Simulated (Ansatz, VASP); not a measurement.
## One calculation of KTaO3, two programs

```
K Ta O
1.0
     3.99013    0.00000    0.00000
     0.00000    3.99013    0.00000
     0.00000    0.00000    4.14974
K Ta O
1 1 3
Direct
  0.00000 0.00000 0.00000
  0.50000 0.50000 0.50000
  0.50000 0.50000 0.00000
  0.50000 0.00000 0.50000
  0.00000 0.50000 0.50000
```

Change from the starting cell: uniaxial_z strain +4.0%.

Alike in both runs: task single point; functional r2SCAN; k mesh 6 × 6 × 6; non-collinear spin, spin-orbit coupling.

```csv
,VASP,Ansatz
version,VASP 6.6.1,Ansatz 0.2.0
potentials or method,"VASP PAW PBE potentials, release 64 (K_sv, Ta_pv, O)","plane waves, PAW"
plane-wave cutoff (eV),520,500
occupations,"gaussian, width 0.01 eV",fixed
valence electrons in the cell,38,40
```

|  | VASP | Ansatz | Ansatz less VASP |
| --- | --- | --- | --- |
| pressure (GPa) | -6.0 | -7.2 | -1.15 |
| traceless stress, the component that is largest in VASP (GPa) | -8.10 | -7.94 | +0.167 |

VASP's potentials were made for PBE, not for r2SCAN. VASP's potentials hold 38 valence electrons a cell and Ansatz's 40, so a difference there can come from the potentials and not from the codes.
